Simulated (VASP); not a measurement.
# SnO2 (I4_1/amd) in VASP: notebook, part 2 of 2

VASP 6.6.1. The steps go on from the part before.

## (5) Single point, PBEsol

This run uses another cell than the first one, of 13.57 Å³/atom, 1.036 times its volume.

File INCAR:

```
SYSTEM = SnO2
PREC = Accurate ; ENCUT = 600
EDIFF = 1E-6 ; ISMEAR = 0
SIGMA = 0.01 ; LREAL = .False.
LASPH = .True. ; NELM = 120
ALGO = Normal ; ISIF = 2
LWAVE = .False. ; LCHARG = .False.
GGA = PS ; NBANDS = 35
GGA_COMPAT = .False.
```

File KPOINTS:

```
Automatic mesh
0
Gamma
  6 6 6
  0 0 0
```

File POSCAR:

```
SnO2
1.0
    5.8254018224     -0.0129591179      0.0000000519
    3.0931026015      4.9364147544      0.0000000519
   -4.4592522371     -2.4617278322      2.8267366161
Sn O
2 4
Direct
    0.7500000000      0.2500000000      0.5000000000
    0.0000000000      0.0000000000      0.0000000000
    0.7963669806      0.7963669806      0.0000000000
    0.9536330194      0.4536330194      0.5000000000
    0.2036330194      0.2036330194      0.0000000000
    0.5463669806      0.0463669806      0.5000000000
```

Potentials or basis: VASP PAW PBE potentials, release 64 (Sn_d, O).

The run is started by

```sh
$ cat potpaw_PBE.64/Sn_d/POTCAR potpaw_PBE.64/O/POTCAR > POTCAR
$ mpirun -np 1 vasp_std > vasp.out
```

OUTCAR:

```text
SYSTEM = SnO2
   PREC = Accurate
   ENCUT = 600
   EDIFF = 1E-6
   ISMEAR = 0
   LREAL = .False.
   LASPH = .True.
   NELM = 120
   ISIF = 2
   GGA = PS

 ion  position               nearest neighbor table
   1  0.750  0.250  0.500-   3 2.05   3 2.05   5 2.05   5 2.05   4 2.07   6 2.07   2 3.24   2 3.24
                             2 3.24   2 3.24
   2  0.000  0.000  0.000-   4 2.05   4 2.05   6 2.05   6 2.05   3 2.07   5 2.07   1 3.24   1 3.24
                             1 3.24   1 3.24
   3  0.796  0.796  0.000-   1 2.05   1 2.05   2 2.07
   4  0.954  0.454  0.500-   2 2.05   2 2.05   1 2.07
   5  0.204  0.204  0.000-   1 2.05   1 2.05   2 2.07
   6  0.546  0.046  0.500-   2 2.05   2 2.05   1 2.07

  LATTYP: Found a body centered tetragonal cell.
 ALAT       =     3.9976093331
 C/A-ratio  =     2.5483364639

  Lattice vectors:

 A1 = (   5.8254018224,  -0.0129591179,   0.0000000519)
 A2 = (   3.0931026015,   4.9364147544,   0.0000000519)
 A3 = (  -4.4592522371,  -2.4617278322,   2.8267366161)

Analysis of symmetry for initial positions (statically):
=====================================================================
 Subroutine PRICEL returns:
 Original cell was already a primitive cell.

 Routine SETGRP: Setting up the symmetry group for a
 body centered tetragonal supercell.

 Subroutine GETGRP returns: Found 16 space group operations
 (whereof  8 operations were pure point group operations)
 out of a pool of 16 trial point group operations.

The static configuration has the point symmetry D_2d.
 The point group associated with its full space group is D_4h.

Analysis of symmetry for dynamics (positions and initial velocities):
=====================================================================
 Subroutine PRICEL returns:
 Original cell was already a primitive cell.

 Routine SETGRP: Setting up the symmetry group for a
 body centered tetragonal supercell.

 Subroutine GETGRP returns: Found 16 space group operations
 (whereof  8 operations were pure point group operations)
 out of a pool of 16 trial point group operations.

The dynamic configuration has the point symmetry D_2d.
 The point group associated with its full space group is D_4h.

 Subroutine INISYM returns: Found 16 space group operations
 (whereof  8 operations are pure point group operations),
 and found     1 'primitive' translations

----------------------------------------------------------------------------------------

                                     Primitive cell

  volume of cell :      81.4006

  direct lattice vectors                    reciprocal lattice vectors
     5.825401822 -0.012959118  0.000000052     0.171423030 -0.107411766  0.176882413
     3.093102602  4.936414754  0.000000052     0.000450020  0.202294192  0.176882413
    -4.459252237 -2.461727832  2.826736616    -0.000000003 -0.000000002  0.353764824

  length of vectors
     5.825416237  5.825416237  5.825416237     0.268720172  0.268720172  0.353764824

  position of ions in fractional coordinates (direct lattice)
     0.750000000  0.250000000  0.500000000
     0.000000000  0.000000000  0.000000000
     0.796366981  0.796366981  0.000000000
     0.953633019  0.453633019  0.500000000
     0.203633019  0.203633019  0.000000000
     0.546366981  0.046366981  0.500000000

[... 39 lines left out ...]
  0.333333 -0.000000  0.000000      8.000000
  0.500000 -0.000000  0.000000      4.000000
  0.166667  0.166667  0.000000      8.000000
  0.333333  0.166667  0.000000     16.000000
[... 16 lines left out ...]
 -0.333333 -0.333333  0.166667      8.000000
 -0.166667 -0.333333  0.166667      8.000000
 [... further k-points ...]
   k-points           NKPTS =     30   k-points in BZ     NKDIM =     30   number of bands    NBANDS=     35
   number of dos      NEDOS =    301   number of ions     NIONS =      6
   total plane-waves  NPLWV = 110592
   dimension x,y,z NGX =    48 NGY =   48 NGZ =   48
   dimension x,y,z NGXF=    96 NGYF=   96 NGZF=   96
   ions per type =               2   4
   NGX,Y,Z   is equivalent  to a cutoff of  13.70, 13.70, 13.70 a.u.
   NGXF,Y,Z  is equivalent  to a cutoff of  27.40, 27.40, 27.40 a.u.
 SYSTEM =  SnO2
   PREC   = accura    normal or accurate (medium, high low for compatibility)
   ISTART =      0    job   : 0-new  1-cont  2-samecut
   ICHARG =      2    charge: 1-file 2-atom 10-const
   ISPIN  =      1    spin polarized calculation?
   LNONCOLLINEAR =      F non collinear calculations
   LSORBIT =      F    spin-orbit coupling
   LASPH  =      T    aspherical Exc in radial PAW
   ENCUT  =  600.0 eV  44.10 Ry    6.64 a.u.  11.63 11.63 11.63*2*pi/ulx,y,z
   NELM   =    120;   NELMIN=  2; NELMDL= -5     # of ELM steps
   EDIFF  = 0.1E-05   stopping-criterion for ELM
   LREAL  =      F    real-space projection
   EDIFFG = 0.1E-04   stopping-criterion for IOM
   NSW    =      0    number of steps for IOM
   IBRION =     -1    ionic relax: 0-MD 1-quasi-New 2-CG
   NFREE  =      0    steps in history (QN), initial steepest desc. (CG)
   ISIF   =      2    stress and relaxation
   ISYM   =      2    0-nonsym 1-usesym 2-fastsym
   POTIM  = 0.5000    time-step for ionic-motion
   TEBEG  =    0.0;   TEEND  =   0.0 temperature during run
   PSTRESS=    0.0 pullay stress
   NELECT =      52.0000    total number of electrons
   NUPDOWN=      -1.0000    fix difference up-down
   EMIN   =  10.00;   EMAX   =-10.00  energy-range for DOS
   EFERMI =   0.00;   METHOD = LEGACY
   ISMEAR =     0;   SIGMA  =   0.01  broadening in eV -4-tet -1-fermi 0-gaus
   EFERMI_NEDOS =   21; number of points for ismear=-14 and -15
   IALGO  =     38    algorithm
   IMIX   =      4    mixing-type and parameters
     AMIX     =   0.40;   BMIX     =  1.00
     AMIX_MAG =   1.60;   BMIX_MAG =  1.00
  volume/ion in A,a.u.               =      13.57        91.55
  Fermi-wavevector in a.u.,A,eV,Ry     =   1.409938  2.664396 27.047362  1.987925
  Thomas-Fermi vector in A             =   2.531943
   LORBIT       =      0    0 simple, 1 ext, 2 COOP (PROOUT), +10 PAW based schemes
   GGA     = PS    functional components
   LHFCALC =     F    Hartree Fock is set to
   AEXX    =    0.0000 exact exchange contribution
   IVDW    =     0    specifies the selected vdW correction
   LEPSILON=     F    determine dielectric tensor
   LRPA    =     F    only Hartree local field effects (RPA)
 non-spin polarized calculation
 Gauss-broadening in eV      SIGMA  =   0.01
  energy-cutoff  :      600.00
  volume of cell :       81.40
 maximum number of plane-waves:      2736
 NGX is ok and might be reduce to    48
   NGX = 23   NGY = 23   NGZ = 23

 number of electron      52.0000004 magnetization

 Free energy of the ion-electron system (eV)
  ---------------------------------------------------
  ext. energy  EPLUGINS =         0.00000000
  ---------------------------------------------------
  free energy    TOTEN  =       -39.22042480 eV

  energy without entropy =      -39.22042480  energy(sigma->0) =      -39.22042480

 E-fermi :   4.1090     XC(G=0): -10.5878

 val. band max:        3.9813156382   @ k =   0.3333   0.3333   0.1667
 cond. band min:       5.6353879121   @ k =   0.0000   0.0000   0.0000
 fundamental gap:      1.6540722739
 Fermi energy:         4.1090394022

 k-point     1 :       0.0000    0.0000    0.0000
  band No.  band energies     occupation
      1     -16.3430      2.00000
      2     -16.3157      2.00000
      3     -16.1712      2.00000
      4     -15.5964      2.00000
      5     -15.4823      2.00000
      6     -15.4823      2.00000
[... 901 lines left out ...]
     34      15.9146      0.00000
     35      15.9829      0.00000

 [... further k-points ...]

------------------------ aborting loop because EDIFF is reached ----------------------------------------

  FORCE on cell =-STRESS in cart. coord.  units (eV):
  Direction    XX          YY          ZZ          XY          YZ          ZX
  --------------------------------------------------------------------------------------
  -------------------------------------------------------------------------------------
  Total        1.3102288      1.2398052      1.2089351      0.0559191      0.0000000      0.0000000
  in kB       25.7887260     24.4026067     23.7950022      1.1006342      0.0000000      0.0000000
  external PRESSURE =      24.6621117 kB  Pullay stress =       0.0000000 kB

 VOLUME and BASIS-vectors are now :
 -----------------------------------------------------------------------------
  energy-cutoff  :      600.00
  volume of cell :       81.40
      direct lattice vectors                 reciprocal lattice vectors
     5.825401822 -0.012959118  0.000000052     0.171423030 -0.107411766  0.176882413
     3.093102602  4.936414754  0.000000052     0.000450020  0.202294192  0.176882413
    -4.459252237 -2.461727832  2.826736616    -0.000000003 -0.000000002  0.353764824

 POSITION                                       TOTAL-FORCE (eV/Angst)
 -----------------------------------------------------------------------------------
      2.91270     -0.00648      1.41337         0.000000      0.000000      0.000000
      0.00000      0.00000      0.00000         0.000000      0.000000     -0.000000
      7.10240      3.92088      0.00000        -0.022546     -0.012446     -0.000000
      4.72880      0.99610      1.41337         0.022546      0.012446      0.000000
      1.81610      1.00258      0.00000         0.022546      0.012446      0.000000
      1.09660     -1.00906      1.41337        -0.022546     -0.012446     -0.000000
 -----------------------------------------------------------------------------------
    total drift:                               -0.000000      0.000000     -0.000000

  FREE ENERGIE OF THE ION-ELECTRON SYSTEM (eV)
  ---------------------------------------------------
  free  energy   TOTEN  =       -39.2204247966 eV

  energy  without entropy=      -39.2204247966  energy(sigma->0) =      -39.22042480
```

Wall time 75 s (1 thread of Intel Xeon 6975P-C (Granite Rapids), shared host); peak memory 0.35 GiB.

Results:

```yaml
Free_energy: -39.2204 eV
Pressure: 2.5 GPa
Largest_force: 0.026 eV/Å
Band_gap_on_the_k_mesh: 1.65 eV, indirect (least direct gap 2.04 eV)
```

Forces on the atoms (eV/Å):
```
Sn   0.000  0.000  0.000
Sn   0.000  0.000  0.000
O   -0.023 -0.012  0.000
O    0.023  0.012  0.000
O    0.023  0.012  0.000
O   -0.023 -0.012  0.000
```

Stress tensor (GPa, compression positive):
```
2.58 0.11 0.00
0.11 2.44 0.00
0.00 0.00 2.38
```

Caveat: the PAW data sets were made with another functional, which shifts forces and pressure a little; spin-orbit coupling is left out, which moves the levels of the heavy elements.

## (6) Overview

| cell | gap on the mesh (eV) | pressure (GPa) | largest force (eV/Å) |
| --- | --- | --- | --- |
| a = 5.734 Å, angles 139.6, 139.6, 58.5°, 6 atoms | 1.95 | 8.5 | 0.03 |
| a = 5.764 Å, angles 139.7, 139.7, 58.3°, 6 atoms | 1.86 | 6.5 | 0.02 |
| a = 5.795 Å, angles 139.8, 139.8, 58.2°, 6 atoms | 1.76 | 4.5 | 0.02 |
| a = 5.825 Å, angles 139.9, 139.9, 58.1°, 6 atoms | 1.65 | 2.5 | 0.03 |

Alike in all rows: task single point; level PBEsol; potentials or basis VASP PAW PBE potentials, release 64 (Sn_d, O); no spin polarisation; k mesh 6 × 6 × 6; cutoff (eV) 600; smearing gaussian 0.01 eV.

Caveats: the PAW data sets were made with another functional, which shifts forces and pressure a little; spin-orbit coupling is left out, which moves the levels of the heavy elements.

Total energies depend on the potentials used, so only differences within one code and one set of settings carry meaning.
